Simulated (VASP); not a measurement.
**Mg2Si: single point with PBE**

Mg2Si:

```xyz
3
Lattice="-0.0106 3.1584 3.1584 3.1584 -0.0106 3.1584 3.1584 3.1584 -0.0106" Properties=species:S:1:pos:R:3 pbc="T T T"
Si    0.0000    0.0000    0.0000
Mg    1.5781    1.5781    1.5781
Mg    4.7282    4.7282    4.7282
```

This cell differs from its parent crystal: strain along [111] -0.5%.

```yaml
Program: VASP 6.6.1
Task: single point
Functional: PBE
Potentials_or_basis: VASP PAW PBE potentials, release 64 (Si, Mg)
Cutoff: 600 eV
k_mesh: 8 × 8 × 8
Occupations: fermi-dirac, width 0.02 eV
Spin: no spin polarisation
Dipole_correction: no
Further_INCAR_settings: ALGO = Normal; EDIFF = 1e-06; NBANDS = 11
```

```json
{"Pressure": "0.9 GPa", "Largest force": "0.005 eV/Å", "Band gap on the k mesh": "0.17 eV (least direct gap 1.92 eV)"}
```

Forces on the atoms (eV/Å):
```
Si   0.000  0.000  0.000
Mg  -0.003 -0.003 -0.003
Mg   0.003  0.003  0.003
```

Stress tensor (GPa, compression positive):
```
0.86 0.15 0.15
0.15 0.86 0.15
0.15 0.15 0.86
```

Levels at points of the mesh, in eV from the valence-band top:
| k point | band 1 | band 2 | band 3 | band 4 | band 5 | band 6 | band 7 | band 8 | band 9 |
| --- | --- | --- | --- | --- | --- | --- | --- | --- | --- |
| (0.00, 0.00, 0.00) | -9.18 | -0.03 | -0.03 | 0.00 | 1.92 | 2.54 | 2.54 | 2.61 | 5.64 |
| (0.50, 0.00, 0.00) | -7.74 | -4.81 | -0.73 | -0.71 | 1.30 | 2.54 | 2.56 | 5.03 | 7.97 |
| (0.50, 0.50, 0.00) | -7.17 | -4.48 | -1.99 | -1.96 | 0.17 | 0.41 | 7.97 | 7.98 | 8.42 |
| (0.50, 0.50, 0.50) | -7.72 | -4.80 | -0.74 | -0.74 | 1.25 | 2.51 | 2.51 | 4.99 | 8.03 |

Run time: 91 s on 1 thread of Intel Xeon 8259CL, on a shared host, peak memory 0.24 GiB.

Caveat: the cell differs from its parent crystal (strain along [111] -0.5%). A k mesh can miss the band edges.
